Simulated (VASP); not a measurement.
## NaTa4F: relaxation of cell and atoms with PBE

Crystal: NaTa4F.

```
Na Ta F
1.0
     0.00000    3.60048    3.60048
     3.60048    0.00000    3.60048
     3.60048    3.60048    0.00000
Na Ta F
1 4 1
Cartesian
  5.4007 5.4007 5.4007
  4.5112 4.5112 2.6897
  2.6897 4.5112 4.5112
  2.6897 2.6897 2.6897
  4.5112 2.6897 4.5112
  0.0000 0.0000 0.0000
```

The cell was generated, and may not be a known phase.

* Program: VASP 6.6.1
* Task: relaxation of cell and atoms
* Functional: PBE
* Potentials or basis: VASP PAW PBE potentials, release 64 (Na_pv, Ta_pv, F)
* Cutoff: 600 eV
* k mesh: 4 × 4 × 4
* Occupations: gaussian, width 0.1 eV
* Spin: no spin polarisation
* Dipole correction: no
* Further INCAR settings: ALGO = Normal; EDIFF = 1e-07; IBRION = 2; EDIFFG = -0.04; NSW = 90; ISIF = 3

| Quantity | Value |
| --- | --- |
| Relaxed volume | 20.69 Å³/atom |
| Relaxed cell | a = 5.599 Å, b = 5.599 Å, c = 5.599 Å, α = 60.00°, β = 60.00°, γ = 60.00° |
| Space group after relaxing (to 0.1 Å) | F-43m (No. 216) |
| Energy gained by relaxing | 603.4 meV/atom |
| Ionic steps | 5 |
| Pressure after relaxing | 0.2 GPa |
| Largest force after relaxing | 0.033 eV/Å |
| Band gap on the k mesh | zero (bands 29 and 30 overlap by 0.17 eV) |

Forces in eV/Å, atoms in the order of the input:
```
Na   0.000  0.000  0.000
Ta  -0.019 -0.019  0.019
Ta   0.019 -0.019 -0.019
Ta   0.019  0.019  0.019
Ta  -0.019  0.019 -0.019
F    0.000  0.000  0.000
```

The path:
```
step  energy change (eV)  largest force (eV/Å)  pressure (GPa)  volume (Å³)
   1              0.0000                2.2360           44.74        93.35
   2             -1.2467                0.8971          -15.48       165.20
   3             -3.6170                0.0309           -0.95       125.73
   4             -3.6204                0.0317           -0.31       124.82
   5             -3.6206                0.0334            0.19       124.13
```

Final structure:
```
Na Ta F
1.0
     0.00000    3.95925    3.95925
     3.95925    0.00000    3.95925
     3.95925    3.95925    0.00000
Na Ta F
1 4 1
Cartesian
  5.9389 5.9389 5.9389
  4.9221 4.9221 2.9964
  2.9964 4.9221 4.9221
  2.9964 2.9964 2.9964
  4.9221 2.9964 4.9221
  0.0000 0.0000 0.0000
```

Levels at points of the mesh, in eV from the Fermi level:
| k point | band 25 | band 26 | band 27 | band 28 | band 29 | band 30 | band 31 | band 32 | band 33 | band 34 |
| --- | --- | --- | --- | --- | --- | --- | --- | --- | --- | --- |
| (0.00, 0.00, 0.00) | -1.24 | -1.24 | -0.99 | -0.99 | -0.99 | 3.14 | 3.14 | 3.14 | 3.25 | 3.43 |
| (0.50, 0.00, 0.00) | -1.47 | -0.60 | -0.60 | -0.11 | 0.15 | 0.55 | 0.55 | 0.74 | 0.74 | 0.91 |
| (0.50, 0.50, 0.00) | -1.21 | -0.82 | -0.57 | -0.06 | -0.06 | 0.11 | 0.32 | 0.79 | 0.82 | 0.82 |

Wall time 2.2 min on 1 thread of Intel(R) Xeon(R) 6975P-C (Granite Rapids) (shared host), peak memory 0.28 GiB.

Caveat: the k points lie up to 0.34 Å⁻¹ apart in the final cell; the volume moved by over 15 % at a fixed basis, so the end points are rough; spin-orbit coupling is left out, which moves the levels of the heavy elements.
